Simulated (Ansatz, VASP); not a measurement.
## TiCo2 in VASP and in Ansatz

```
Ti Co
1.0
     0.00000    3.27799    3.27799
     3.27799    0.00000    3.27799
     3.27799    3.27799    0.00000
Ti Co
2 4
Direct
  0.50000 0.50000 0.50000
  0.75000 0.75000 0.75000
  0.12500 0.12500 0.12500
  0.62500 0.12500 0.12500
  0.12500 0.12500 0.62500
  0.12500 0.62500 0.12500
```

Alike in both runs: functional PBEsol; k mesh 2 × 2 × 2; occupations gaussian, width 0.1 eV; collinear spin.

Ansatz relaxed the structure, and its values are those at the end. VASP's run is a single point on that final structure, the one shown.

```csv
,VASP,Ansatz
version,VASP 6.6.1,Ansatz 0.2.0
potentials or method,"VASP PAW PBE potentials, release 64 (Ti_sv, Co), cutoff 520 eV","scalar-relativistic, plane waves, PAW"
valence electrons in the cell,60,92
```

Ansatz gave:

| Property | Result |
| --- | --- |
| gap on the k mesh at the Fermi level (eV) | none |
| pressure (GPa) | 0.0 |
| net moment per atom (μB) | 0.15 |
| size of the moment on the site where the two differ most (μB) | 0.11 |

**Question.** Which values does VASP return?

**Answer.** gap on the k mesh at the Fermi level (eV): none; pressure (GPa): -0.6; net moment per atom (μB): 0.14; size of the moment on the site where the two differ most (μB): 0.09.

VASP's potentials were made for PBE, not for PBEsol. Site moments also hang on the region over which each program counts them. A gap of «none» marks a metal or a gap that the smearing closes. The functional is the same, so the differences come from potentials, cutoffs and numerics. VASP's potentials hold 60 valence electrons a cell and Ansatz's 92, so a difference there can come from the potentials and not from the codes. Ansatz's warnings: seeded moment not kept.

The k mesh is coarse, so the values compare programs but aren't converged.
